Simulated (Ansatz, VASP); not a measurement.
# Two plane-wave programs on Ga2O3

```
CELL_PARAMETERS angstrom
6.22743 -1.54176 0.01149
6.22743 1.54176 0.01149
-1.40272 0.00000 5.70769
ATOMIC_POSITIONS crystal
Ga 0.08991 0.08991 0.79472
Ga 0.91009 0.91009 0.20528
Ga 0.65850 0.65850 0.31420
Ga 0.34150 0.34150 0.68580
O 0.16349 0.16349 0.10921
O 0.83651 0.83651 0.89079
O 0.17370 0.17370 0.56436
O 0.82630 0.82630 0.43564
O 0.49602 0.49602 0.25668
O 0.50398 0.50398 0.74332
```

Alike in both runs: functional PBE; k mesh 10 × 10 × 6; occupations gaussian, width 0.02 eV; no spin polarisation.

Ansatz relaxed the structure, and its values are those at the end. VASP's run is a single point on that final structure, the one shown.

```csv
,VASP,Ansatz
version,VASP 6.6.1,Ansatz 0.2.0
potentials or method,"VASP PAW PBE potentials, release 64 (Ga_d, O), cutoff 520 eV","scalar-relativistic, plane waves, PAW"
valence electrons in the cell,88,88
```

|  | VASP | Ansatz | Ansatz less VASP |
| --- | --- | --- | --- |
| gap on the k mesh at the Fermi level (eV) | 1.99 | 2.01 | +0.017 |
| least direct gap on the mesh (eV) | 2.02 | 2.03 | +0.015 |
| pressure (GPa) | 0.6 | 0.0 | -0.56 |
| rms of the force components (eV/Å) | 0.008 | 0.001 | -0.0073 |
